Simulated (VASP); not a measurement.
A run of VASP 6.6.1 is set up as follows.

The input INCAR:

```
SYSTEM = Ca
PREC     = Accurate       ! precision mode
ENCUT    = 520            ! plane-wave cutoff, eV
EDIFF    = 1E-8           ! SCF threshold, eV
ISMEAR   = -1             ! smearing method
SIGMA    = 0.05           ! smearing width, eV
LREAL    = .False.        ! projectors in reciprocal space
LASPH    = .True.         ! aspherical terms in the spheres
NELM     = 60             ! most SCF steps
ALGO     = Normal         ! electronic algorithm
ISIF     = 2              ! what is computed and relaxed
LWAVE    = .False.        ! write WAVECAR
LCHARG   = .False.        ! write CHGCAR
GGA      = PE             ! functional
LEFG     = .True.       
NBANDS   = 11             ! bands
```

KPOINTS

```
Automatic mesh
0
Gamma
  10 10 10
  0 0 0
```

File POSCAR:

```
Ca
1.0
   -2.2400000000      2.2400000000      2.2400000000
    2.2400000000     -2.2400000000      2.2400000000
    2.2400000000      2.2400000000     -2.2400000000
Ca
1
Direct
    0.0000000000      0.0000000000      0.0000000000
```

Potentials or basis: VASP PAW PBE potentials, release 64 (Ca_sv).

Run with:

```bash
$ cat potpaw_PBE.64/Ca_sv/POTCAR > POTCAR
$ mpirun -np 1 vasp_std > vasp.out
```

(1) Estimate the pressure.

(2) What does it give for the band gap on the k mesh?

Results:

(1) -1.0 GPa.

(2) zero (bands 5 and 6 overlap by 0.28 eV).
